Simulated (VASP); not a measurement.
# ZnSe3: single point with PBE

The system is ZnSe3.

```xyz
4
Lattice="2.6652 -5.0941 0.0000 2.6652 5.0941 0.0000 0.0000 0.0000 3.6033" Properties=species:S:1:pos:R:3 pbc="T T T"
Zn    2.6652    0.0000    1.8016
Se    2.6652    2.5035    1.8016
Se    2.6652   -2.5035    1.8016
Se    0.0000    0.0000    1.8016
```

| Item | Value |
| --- | --- |
| Program | VASP 6.6.1 |
| Task | single point |
| Functional | PBE |
| Potentials or basis | VASP PAW PBE potentials, release 64 (Zn, Se) |
| Cutoff | 500 eV |
| k mesh | 4 × 4 × 4 |
| Occupations | gaussian, width 0.1 eV |
| Spin | no spin polarisation |
| Dipole correction | no |
| Further INCAR settings | ALGO = Normal; EDIFF = 1e-06; NBANDS = 23 |

```yaml
Pressure: 0.0 GPa
Largest_force: 0.022 eV/Å
Band_gap_on_the_k_mesh: zero (band 15 reaches 3.75 eV, above the bottom of band 16 at 1.52 eV)
```

Forces in eV/Å, atoms in the order of the input:
```
Zn   0.000  0.000  0.000
Se   0.000  0.022  0.000
Se   0.000 -0.022  0.000
Se   0.000  0.000  0.000
```

Stress tensor (GPa, compression positive):
```
 0.06  0.00  0.00
 0.00  0.04  0.00
 0.00  0.00 -0.06
```

Levels at points of the mesh, in eV from the Fermi level:
```csv
k point,band 12,band 13,band 14,band 15,band 16,band 17,band 18,band 19
"(0.00, 0.00, 0.00)",-3.75,-1.72,0.62,1.18,2.22,2.50,4.26,5.09
"(0.50, 0.00, 0.00)",-1.45,-1.45,-0.91,-0.23,0.84,1.62,4.22,4.51
"(0.50, 0.50, 0.00)",-2.55,-1.01,-0.52,0.50,0.78,1.28,4.45,4.78
"(0.00, 0.00, 0.50)",-3.22,-3.00,-1.83,-1.20,2.56,2.59,3.55,4.53
"(0.50, 0.00, 0.50)",-2.58,-2.25,-1.69,-1.06,-1.06,1.42,2.19,5.32
"(0.50, 0.50, 0.50)",-3.36,-3.01,-2.13,-1.44,1.01,1.91,3.11,4.33
```

Wall time 20 s on 1 thread of Intel(R) Xeon(R) 6975P-C (Granite Rapids), on a shared host, peak memory 0.22 GiB.

Caveat: the k points lie up to 0.44 Å⁻¹ apart.
